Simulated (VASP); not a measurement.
The system is BN.

```
N B
1.0
     0.00000    1.80083    1.80083
     1.80083    0.00000    1.80083
     1.80083    1.80083    0.00000
N B
1 1
Direct
  0.25000 0.25000 0.25000
  0.00000 0.00000 0.00000
```

Base run:

```yaml
Program: VASP 6.6.1
Functional: PBE
Potentials_or_basis: VASP PAW PBE potentials, release 64 (N, B)
Cutoff: 520 eV
k_mesh: 13 × 13 × 13
Occupations: fermi-dirac, width 0.05 eV
Spin: no spin polarisation
```

Its results: band gap on the k mesh 4.55 eV, indirect (least direct gap 8.87 eV); pressure 7.7 GPa.

Question: The run is repeated on the same cell with these changes: functional from PBE to PBEsol; further incar settings from ALGO = Normal; EDIFF = 1e-06; NBANDS = 11 to ALGO = Normal; EDIFF = 1e-07; NBANDS = 11. What comes out?

Answer: Band gap on the k mesh 4.37 eV, indirect (least direct gap 8.81 eV); pressure 1.9 GPa.

Caveats: the PAW data sets were made with another functional, which shifts forces and pressure a little (some runs).

A k mesh can miss the band edges.
